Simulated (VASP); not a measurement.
# Sr (Fm-3m) in VASP: further runs

The runs below take Sr through single point, with LDA.

Program: VASP 6.6.1. These are calculated values, not measurements. Logs are shortened: lines on timing, memory, paths and dates and some standing lists are left out, and cuts for length are marked.

### Step 1. The cell of the first run

The structure is cubic, space group Fm-3m (No. 225). Conventional cell: a = 5.960 Å, b = 5.960 Å, c = 5.960 Å, α = 90.00°, β = 90.00°, γ = 90.00°. Within 5.5 Å of Sr (site symmetry m-3m) lie 12 Sr at 4.21 Å.

### Step 2. Single point, LDA (volume scaled by 0.94)

INCAR

```
PREC     = Accurate       # precision mode
ENCUT    = 520            # plane-wave cutoff, eV
EDIFF    = 1E-6           # SCF threshold, eV
ISMEAR   = -1             # smearing method
SIGMA    = 0.05           # smearing width, eV
LREAL    = False          # projectors in reciprocal space
LASPH    = True           # aspherical terms in the spheres
NELM     = 80             # most SCF steps
ALGO     = Normal         # electronic algorithm
ISIF     = 2              # what is computed and relaxed
LWAVE    = False          # write WAVECAR
LCHARG   = False          # write CHGCAR
GGA      = CA             # functional
NBANDS   = 11             # bands
```

KPOINTS

```
Automatic mesh
0
Gamma
  8 8 8
```

POSCAR

```
Sr
1.0
    0.0000000000      2.9802437979      2.9802437979
    2.9802437979      0.0000000000      2.9802437979
    2.9802437979      2.9802437979      0.0000000000
Sr
1
Direct
    0.0000000000      0.0000000000      0.0000000000
```

Potentials or basis: VASP PAW LDA potentials, release 64 (Sr_sv).

Run with:

```sh
cat potpaw_LDA.64/Sr_sv/POTCAR > POTCAR
mpirun -np 1 vasp_std > vasp.out
```

OUTCAR:

```text
PREC = Accurate
   ENCUT = 520
   EDIFF = 1E-6
   ISMEAR = -1
   LREAL = False
   LASPH = True
   NELM = 80
   ISIF = 2
   GGA = CA

 ion  position               nearest neighbor table
   1  0.000  0.000  0.000-

  LATTYP: Found a face centered cubic cell.
 ALAT       =     5.9604875958

  Lattice vectors:

 A1 = (   0.0000000000,   2.9802437979,   2.9802437979)
 A2 = (   2.9802437979,   0.0000000000,   2.9802437979)
 A3 = (   2.9802437979,   2.9802437979,   0.0000000000)

Analysis of symmetry for initial positions (statically):
=====================================================================
 Subroutine PRICEL returns:
 Original cell was already a primitive cell.

 Routine SETGRP: Setting up the symmetry group for a
 face centered cubic supercell.

 Subroutine GETGRP returns: Found 48 space group operations
 (whereof 48 operations were pure point group operations)
 out of a pool of 48 trial point group operations.

The static configuration has the point symmetry O_h .

Analysis of symmetry for dynamics (positions and initial velocities):
=====================================================================
 Subroutine PRICEL returns:
 Original cell was already a primitive cell.

 Routine SETGRP: Setting up the symmetry group for a
 face centered cubic supercell.

 Subroutine GETGRP returns: Found 48 space group operations
 (whereof 48 operations were pure point group operations)
 out of a pool of 48 trial point group operations.

The dynamic configuration has the point symmetry O_h .

 Subroutine INISYM returns: Found 48 space group operations
 (whereof 48 operations are pure point group operations),
 and found     1 'primitive' translations

----------------------------------------------------------------------------------------

                                     Primitive cell

  volume of cell :      52.9402

  direct lattice vectors                    reciprocal lattice vectors
     0.000000000  2.980243798  2.980243798    -0.167771509  0.167771509  0.167771509
     2.980243798  0.000000000  2.980243798     0.167771509 -0.167771509  0.167771509
     2.980243798  2.980243798  0.000000000     0.167771509  0.167771509 -0.167771509

  length of vectors
     4.214701198  4.214701198  4.214701198     0.290588778  0.290588778  0.290588778

  position of ions in fractional coordinates (direct lattice)
     0.000000000  0.000000000  0.000000000

  ion indices of the primitive-cell ions
   primitive index   ion index
                 1           1

----------------------------------------------------------------------------------------

 KPOINTS: Automatic mesh

Automatic generation of k-mesh.
 Grid dimensions read from file:
 generate k-points for:    8    8    8

 Generating k-lattice:

  Cartesian coordinates                     Fractional coordinates (reciprocal lattice)
    -0.020971439  0.020971439  0.020971439     0.125000000  0.000000000  0.000000000
     0.020971439 -0.020971439  0.020971439     0.000000000  0.125000000  0.000000000
     0.020971439  0.020971439 -0.020971439     0.000000000  0.000000000  0.125000000

  Length of vectors
     0.036323597  0.036323597  0.036323597

  Shift w.r.t. Gamma in fractional coordinates (k-lattice)
     0.000000000  0.000000000  0.000000000

 Subroutine IBZKPT returns following result:
 ===========================================

 Found     29 irreducible k-points:

 Following reciprocal coordinates:
            Coordinates               Weight
  0.000000  0.000000  0.000000      1.000000
  0.125000  0.000000  0.000000      8.000000
  0.250000  0.000000  0.000000      8.000000
  0.375000  0.000000  0.000000      8.000000
  0.500000  0.000000  0.000000      4.000000
  0.125000  0.125000  0.000000      6.000000
[... 16 lines left out ...]
  0.500000  0.250000  0.125000     48.000000
 -0.375000  0.250000  0.125000     24.000000
 [... further k-points ...]
   k-points           NKPTS =     29   k-points in BZ     NKDIM =     29   number of bands    NBANDS=     11
   number of dos      NEDOS =    301   number of ions     NIONS =      1
   total plane-waves  NPLWV =  32768
   dimension x,y,z NGX =    32 NGY =   32 NGZ =   32
   dimension x,y,z NGXF=    64 NGYF=   64 NGZF=   64
   ions per type =               1
   NGX,Y,Z   is equivalent  to a cutoff of  12.62, 12.62, 12.62 a.u.
   NGXF,Y,Z  is equivalent  to a cutoff of  25.24, 25.24, 25.24 a.u.
 SYSTEM =  unknown system
   PREC   = accura    normal or accurate (medium, high low for compatibility)
   ISTART =      0    job   : 0-new  1-cont  2-samecut
   ICHARG =      2    charge: 1-file 2-atom 10-const
   ISPIN  =      1    spin polarized calculation?
   LNONCOLLINEAR =      F non collinear calculations
   LSORBIT =      F    spin-orbit coupling
   LASPH  =      T    aspherical Exc in radial PAW
   ENCUT  =  520.0 eV  38.22 Ry    6.18 a.u.   7.84  7.84  7.84*2*pi/ulx,y,z
   NELM   =     80;   NELMIN=  2; NELMDL= -5     # of ELM steps
   EDIFF  = 0.1E-05   stopping-criterion for ELM
   LREAL  =      F    real-space projection
   EDIFFG = 0.1E-04   stopping-criterion for IOM
   NSW    =      0    number of steps for IOM
   IBRION =     -1    ionic relax: 0-MD 1-quasi-New 2-CG
   NFREE  =      0    steps in history (QN), initial steepest desc. (CG)
   ISIF   =      2    stress and relaxation
   ISYM   =      2    0-nonsym 1-usesym 2-fastsym
   POTIM  = 0.5000    time-step for ionic-motion
   TEBEG  =    0.0;   TEEND  =   0.0 temperature during run
   PSTRESS=    0.0 pullay stress
   NELECT =      10.0000    total number of electrons
   NUPDOWN=      -1.0000    fix difference up-down
   EMIN   =  10.00;   EMAX   =-10.00  energy-range for DOS
   EFERMI =   0.00;   METHOD = LEGACY
   ISMEAR =    -1;   SIGMA  =   0.05  broadening in eV -4-tet -1-fermi 0-gaus
   EFERMI_NEDOS =   21; number of points for ismear=-14 and -15
   IALGO  =     38    algorithm
   IMIX   =      4    mixing-type and parameters
     AMIX     =   0.40;   BMIX     =  1.00
     AMIX_MAG =   1.60;   BMIX_MAG =  1.00
  volume/ion in A,a.u.               =      52.94       357.26
  Fermi-wavevector in a.u.,A,eV,Ry     =   0.939319  1.775055 12.004691  0.882320
  Thomas-Fermi vector in A             =   2.066619
   LORBIT       =      0    0 simple, 1 ext, 2 COOP (PROOUT), +10 PAW based schemes
   GGA     = CA    functional components
   LHFCALC =     F    Hartree Fock is set to
   AEXX    =    0.0000 exact exchange contribution
   IVDW    =     0    specifies the selected vdW correction
   LEPSILON=     F    determine dielectric tensor
   LRPA    =     F    only Hartree local field effects (RPA)
 non-spin polarized calculation
  energy-cutoff  :      520.00
  volume of cell :       52.94
 maximum number of plane-waves:      1458
   NGX = 15   NGY = 15   NGZ = 15

 number of electron      10.0000000 magnetization

 Free energy of the ion-electron system (eV)
  ---------------------------------------------------
  ext. energy  EPLUGINS =         0.00000000
  ---------------------------------------------------
  free energy    TOTEN  =        -1.89061225 eV

  energy without entropy =       -1.88450246  energy(sigma->0) =       -1.88755735

 E-fermi :   1.5541     XC(G=0):  -7.6770

 val. band max:        1.4222082956   @ k =  -0.3750   0.3750   0.0000
 cond. band min:       1.5937904937   @ k =  -0.2500   0.5000   0.2500
 fundamental gap:      0.1715821981
 Fermi energy:         1.5540581440

 k-point     1 :       0.0000    0.0000    0.0000
  band No.  band energies     occupation
      1     -34.8382      2.00000
      2     -16.8137      2.00000
      3     -16.8137      2.00000
      4     -16.8137      2.00000
      5      -2.1688      2.00000
      6       3.8291      0.00000
      7       3.8291      0.00000
      8       3.8291      0.00000
      9       5.3441      0.00000
     10       5.3441      0.00000
     11       8.8413      0.00000

 k-point     2 :       0.1250    0.0000    0.0000
  band No.  band energies     occupation
      1     -34.8357      2.00000
      2     -16.8485      2.00000
      3     -16.8184      2.00000
      4     -16.8184      2.00000
      5      -1.9085      2.00000
      6       3.4719      0.00000
      7       3.9412      0.00000
      8       3.9412      0.00000
      9       5.2099      0.00000
     10       5.2099      0.00000
     11       9.4161      0.00000

 k-point     3 :       0.2500    0.0000    0.0000
  band No.  band energies     occupation
      1     -34.8296      2.00000
      2     -16.9309      2.00000
      3     -16.8295      2.00000
      4     -16.8295      2.00000
      5      -1.1911      2.00000
      6       2.7778      0.00000
      7       3.9920      0.00000
      8       3.9920      0.00000
      9       5.2983      0.00000
     10       5.2983      0.00000
     11       8.5311      0.00000

 k-point     4 :       0.3750    0.0000    0.0000
  band No.  band energies     occupation
      1     -34.8235      2.00000
      2     -17.0114      2.00000
      3     -16.8406      2.00000
      4     -16.8406      2.00000
      5      -0.2358      2.00000
      6       2.1186      0.00002
      7       3.7849      0.00000
      8       3.7849      0.00000
      9       5.9651      0.00000
     10       5.9651      0.00000
     11       7.6322      0.00000

 k-point     5 :       0.5000    0.0000    0.0000
  band No.  band energies     occupation
      1     -34.8210      2.00000
      2     -17.0442      2.00000
      3     -16.8452      2.00000
      4     -16.8452      2.00000
      5       0.3582      2.00000
      6       1.7306      0.05694
      7       3.6772      0.00000
      8       3.6772      0.00000
      9       6.4338      0.00000
     10       6.4338      0.00000
     11       7.2394      0.00000
[... 211 lines left out ...]
 k-point    21 :       0.5000    0.5000    0.0000
  band No.  band energies     occupation
      1     -34.8153      2.00000
      2     -17.0304      2.00000
      3     -16.8975      2.00000
      4     -16.8975      2.00000
      5       0.8442      2.00000
      6       1.8045      0.01326
      7       2.7336      0.00000
      8       6.4425      0.00000
      9       6.7509      0.00000
     10       6.7514      0.00000
     11       7.0417      0.00000

 k-point    22 :       0.3750    0.2500    0.1250
  band No.  band energies     occupation
      1     -34.8251      2.00000
      2     -16.9509      2.00000
      3     -16.8719      2.00000
      4     -16.8438      2.00000
      5      -0.5879      2.00000
      6       2.5223      0.00000
      7       3.3434      0.00000
      8       4.5209      0.00000
      9       4.7059      0.00000
     10       6.1328      0.00000
     11       8.8203      0.00000

 k-point    23 :       0.5000    0.2500    0.1250
  band No.  band energies     occupation
      1     -34.8201      2.00000
      2     -16.9940      2.00000
      3     -16.8973      2.00000
      4     -16.8572      2.00000
      5       0.3453      2.00000
      6       2.1161      0.00003
      7       2.8860      0.00000
      8       4.3080      0.00000
      9       5.4779      0.00000
     10       6.6838      0.00000
     11       7.4344      0.00000

 k-point    24 :      -0.3750    0.2500    0.1250
  band No.  band energies     occupation
      1     -34.8181      2.00000
      2     -17.0125      2.00000
      3     -16.9054      2.00000
      4     -16.8644      2.00000
      5       1.0587      1.99990
      6       1.6265      0.38056
      7       2.8550      0.00000
      8       4.1771      0.00000
      9       5.8985      0.00000
     10       6.7457      0.00000
     11       6.8569      0.00000

 [... further k-points ...]
[... 5 lines left out ...]
  --------------------------------------------------------------------------------------
  -------------------------------------------------------------------------------------
  Total       -0.3475834     -0.3475834     -0.3475834     -0.0000000     -0.0000000      0.0000000
  in kB      -10.5192357    -10.5192357    -10.5192357     -0.0000000     -0.0000000      0.0000000
  external PRESSURE =     -10.5192357 kB  Pullay stress =       0.0000000 kB

 VOLUME and BASIS-vectors are now :
 -----------------------------------------------------------------------------
  energy-cutoff  :      520.00
  volume of cell :       52.94
      direct lattice vectors                 reciprocal lattice vectors
     0.000000000  2.980243798  2.980243798    -0.167771509  0.167771509  0.167771509
     2.980243798  0.000000000  2.980243798     0.167771509 -0.167771509  0.167771509
     2.980243798  2.980243798  0.000000000     0.167771509  0.167771509 -0.167771509

 POSITION                                       TOTAL-FORCE (eV/Angst)
 -----------------------------------------------------------------------------------
      0.00000      0.00000      0.00000        -0.000000      0.000000     -0.000000
 -----------------------------------------------------------------------------------
    total drift:                                0.000000      0.000000     -0.000000

  FREE ENERGIE OF THE ION-ELECTRON SYSTEM (eV)
  ---------------------------------------------------
  free  energy   TOTEN  =        -1.8906122489 eV

  energy  without entropy=       -1.8845024558  energy(sigma->0) =       -1.88755735
```

It took 10 s on 1 thread of AMD EPYC 7R43 (Zen 3), shared host; peak memory 0.12 GiB.

Results:

| Property | Result |
| --- | --- |
| Free energy | -1.8906 eV |
| Pressure | -1.1 GPa |

Levels at points of the mesh, in eV from the Fermi level:
| k point | band 1 | band 2 | band 3 | band 4 | band 5 | band 6 | band 7 | band 8 | band 9 | band 10 |
| --- | --- | --- | --- | --- | --- | --- | --- | --- | --- | --- |
| (0.00, 0.00, 0.00) | -36.39 | -18.37 | -18.37 | -18.37 | -3.72 | 2.28 | 2.28 | 2.28 | 3.79 | 3.79 |
| (0.50, 0.00, 0.00) | -36.38 | -18.60 | -18.40 | -18.40 | -1.20 | 0.18 | 2.12 | 2.12 | 4.88 | 4.88 |
| (0.50, 0.50, 0.00) | -36.37 | -18.58 | -18.45 | -18.45 | -0.71 | 0.25 | 1.18 | 4.89 | 5.20 | 5.20 |

Caveat: the cell differs from its parent crystal (volume scaled by 0.94).

### Step 3. Single point, LDA (volume scaled by 0.96)

INCAR

```
SYSTEM = Sr
  PREC = Accurate
  ENCUT = 520
  EDIFF = 1E-6
  ISMEAR = -1
  SIGMA = 0.05
  LREAL = .FALSE.
  LASPH = .TRUE.
  NELM = 80
  ALGO = Normal
  ISIF = 2
  LWAVE = .FALSE.
  LCHARG = .FALSE.
  GGA = CA
  NBANDS = 11
```

KPOINTS

```
Automatic mesh
0
G
  8 8 8
  0 0 0
```

POSCAR

```
Sr
1.0
    0.0000000000      3.0012321217      3.0012321217
    3.0012321217      0.0000000000      3.0012321217
    3.0012321217      3.0012321217      0.0000000000
Sr
1
Direct
    0.0000000000      0.0000000000      0.0000000000
```

Potentials or basis: VASP PAW LDA potentials, release 64 (Sr_sv).

Run with:

```sh
cat potpaw_LDA.64/Sr_sv/POTCAR > POTCAR
mpirun -np 1 vasp_std > vasp.out
```

Run time: 10 s. Hardware: 1 thread of AMD EPYC 7R43 (Zen 3), shared host; peak memory 0.12 GiB.

The run converged. Its results:

```
Free energy : -1.8825 eV
Pressure    : -1.3 GPa
```

Levels at points of the mesh, in eV from the Fermi level:
| k point | band 1 | band 2 | band 3 | band 4 | band 5 | band 6 | band 7 | band 8 | band 9 | band 10 |
| --- | --- | --- | --- | --- | --- | --- | --- | --- | --- | --- |
| (0.00, 0.00, 0.00) | -36.43 | -18.41 | -18.41 | -18.41 | -3.69 | 2.25 | 2.25 | 2.25 | 3.73 | 3.73 |
| (0.50, 0.00, 0.00) | -36.41 | -18.62 | -18.44 | -18.44 | -1.18 | 0.15 | 2.11 | 2.11 | 4.80 | 4.80 |
| (0.50, 0.50, 0.00) | -36.41 | -18.61 | -18.49 | -18.49 | -0.68 | 0.27 | 1.13 | 4.81 | 5.11 | 5.11 |

Caveat: the cell differs from its parent crystal (volume scaled by 0.96).

### Step 4. Single point, LDA (volume scaled by 0.98)

INCAR

```
ALGO     = Fast           # electronic algorithm
EDIFF    = 1E-6           # SCF threshold, eV
ENCUT    = 520            # plane-wave cutoff, eV
GGA      = CA             # functional
ISIF     = 2              # what is computed and relaxed
ISMEAR   = -1             # smearing method
LASPH    = T              # aspherical terms in the spheres
LCHARG   = F              # write CHGCAR
LREAL    = F              # projectors in reciprocal space
LWAVE    = F              # write WAVECAR
NBANDS   = 11             # bands
NELM     = 60             # most SCF steps
PREC     = Accurate       # precision mode
SIGMA    = 0.05           # smearing width, eV
```

KPOINTS

```
k-points
0
Gamma
  8 8 8
```

POSCAR

```
Sr
1.0
    0.0000000000      3.0219309284      3.0219309284
    3.0219309284      0.0000000000      3.0219309284
    3.0219309284      3.0219309284      0.0000000000
Sr
1
Direct
    0.0000000000      0.0000000000      0.0000000000
```

Run with:

```sh
cat potpaw_LDA.64/Sr_sv/POTCAR > POTCAR
mpirun -np 1 vasp_std > vasp.out
```

Run time: 12 s. Hardware: 1 thread of AMD EPYC 7R43 (Zen 3), shared host; peak memory 0.13 GiB.

It converged, with:

- Free energy: -1.8731 eV
- Pressure: -1.4 GPa
- Band gap on the k mesh: zero (band 5 reaches 1.48 eV, above the bottom of band 6 at 1.46 eV)

Levels at points of the mesh, in eV from the Fermi level:
| k point | band 3 | band 4 | band 5 | band 6 | band 7 | band 8 |
| --- | --- | --- | --- | --- | --- | --- |
| (0.00, 0.00, 0.00) | -18.45 | -18.45 | -3.65 | 2.24 | 2.24 | 2.24 |
| (0.50, 0.00, 0.00) | -18.48 | -18.48 | -1.17 | 0.13 | 2.09 | 2.09 |
| (0.50, 0.50, 0.00) | -18.52 | -18.52 | -0.66 | 0.29 | 1.09 | 4.73 |

Caveat: the cell differs from its parent crystal (volume scaled by 0.98).

### Step 5. Single point, LDA

This run uses another cell than the first one, of 56.32 Å³/atom, 1.064 times its volume.

INCAR

```
ALGO = Normal
EDIFF = 1E-6
ENCUT = 520
GGA = CA
ISIF = 2
ISMEAR = -1
LASPH = True
LCHARG = False
LREAL = False
LWAVE = False
NBANDS = 11
NELM = 80
PREC = Accurate
SIGMA = 0.05
```

KPOINTS is that of step 4.

POSCAR

```
Sr
1.0
    0.0000000000      3.0423500000      3.0423500000
    3.0423500000      0.0000000000      3.0423500000
    3.0423500000      3.0423500000      0.0000000000
Sr
1
Direct
    0.0000000000      0.0000000000      0.0000000000
```

Run with:

```sh
cat potpaw_LDA.64/Sr_sv/POTCAR > POTCAR
mpirun -np 1 vasp_std > vasp.out
```

Wall time 10 s (1 thread of AMD EPYC 7R43 (Zen 3), shared host); peak memory 0.12 GiB.

The run converged. Its results:

* Free energy: -1.8624 eV
* Pressure: -1.6 GPa
* Band gap on the k mesh: zero (band 5 reaches 1.42 eV, above the bottom of band 6 at 1.39 eV)

Levels at points of the mesh, in eV from the Fermi level:
```tsv
k point	band 2	band 3	band 4	band 5	band 6	band 7	band 8	band 9
(0.00, 0.00, 0.00)	-18.49	-18.49	-18.49	-3.62	2.22	2.22	2.22	3.63
(0.50, 0.00, 0.00)	-18.68	-18.52	-18.52	-1.16	0.11	2.08	2.08	4.64
(0.50, 0.50, 0.00)	-18.67	-18.56	-18.56	-0.63	0.31	1.05	4.65	4.94
```

### Step 6. Overview

```tsv
cell	gap on the mesh (eV)	pressure (GPa)
a = 4.215 Å, angles 60.0°, 1 atom	-	-1.1
a = 4.244 Å, angles 60.0°, 1 atom	-	-1.3
a = 4.274 Å, angles 60.0°, 1 atom	none	-1.4
a = 4.303 Å, angles 60.0°, 1 atom	none	-1.6
```

Alike in all rows: task single point; level LDA; potentials or basis VASP PAW LDA potentials, release 64 (Sr_sv); no spin polarisation; k mesh 8 × 8 × 8; cutoff (eV) 520; smearing fermi-dirac 0.05 eV.

Absolute energies hang on the potentials; compare differences alone.
